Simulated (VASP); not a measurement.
Sn2Se: single point with PBE

Crystal: Sn2Se.

```
Sn Se
1.0
     4.26451    0.00000    0.00000
     0.00000    4.26451    0.00000
     0.00000    0.00000    9.27911
Sn Se
4 2
Direct
  0.50000 0.00000 0.66925
  0.00000 0.50000 0.33075
  0.50000 0.00000 0.02674
  0.00000 0.50000 0.97326
  0.50000 0.00000 0.36029
  0.00000 0.50000 0.63971
```

```json
{
  "Program": "VASP 6.6.1",
  "Task": "single point",
  "Functional": "PBE",
  "Potentials or basis": "VASP PAW PBE potentials, release 64 (Sn_d, Se)",
  "Cutoff": "520 eV",
  "k mesh": "10 × 10 × 4",
  "Occupations": "gaussian, width 0.1 eV",
  "Spin": "no spin polarisation",
  "Dipole correction": "no",
  "Further INCAR settings": "ALGO = Normal; EDIFF = 1e-06; NBANDS = 43"
}
```

- Pressure: 0.0 GPa
- Largest force: 0.006 eV/Å
- Band gap on the k mesh: zero (band 34 reaches 6.96 eV, above the bottom of band 35 at 5.20 eV)

Forces on the atoms (eV/Å):
```
Sn   0.000  0.000  0.006
Sn   0.000  0.000 -0.006
Sn   0.000  0.000  0.000
Sn   0.000  0.000  0.000
Se   0.000  0.000 -0.005
Se   0.000  0.000  0.005
```

Levels at points of the mesh, in eV from the Fermi level:
| k point | band 31 | band 32 | band 33 | band 34 | band 35 | band 36 | band 37 | band 38 |
| --- | --- | --- | --- | --- | --- | --- | --- | --- |
| (0.00, 0.00, 0.00) | -2.66 | -2.01 | -0.94 | -0.94 | -0.31 | 1.92 | 2.87 | 3.61 |
| (0.50, 0.00, 0.00) | -1.50 | -1.50 | -0.23 | -0.23 | 0.60 | 0.60 | 1.05 | 1.05 |
| (0.50, 0.50, 0.00) | -3.43 | -3.43 | -2.10 | -2.10 | -0.20 | -0.20 | 3.07 | 3.07 |
| (0.00, 0.00, 0.50) | -2.53 | -1.86 | -0.83 | -0.83 | 0.26 | 1.21 | 3.12 | 3.42 |
| (0.50, 0.00, 0.50) | -1.06 | -1.06 | 0.36 | 0.36 | 0.83 | 0.83 | 1.61 | 1.61 |
| (0.50, 0.50, 0.50) | -3.38 | -3.38 | -3.10 | -3.10 | 2.15 | 2.15 | 2.40 | 2.40 |

Wall time 3.8 min on 1 thread of AMD EPYC 9R45 96-Core Processor (Zen 5) (shared host), peak memory 0.45 GiB.

Caveat: spin-orbit coupling is left out, which moves the levels of the heavy elements.
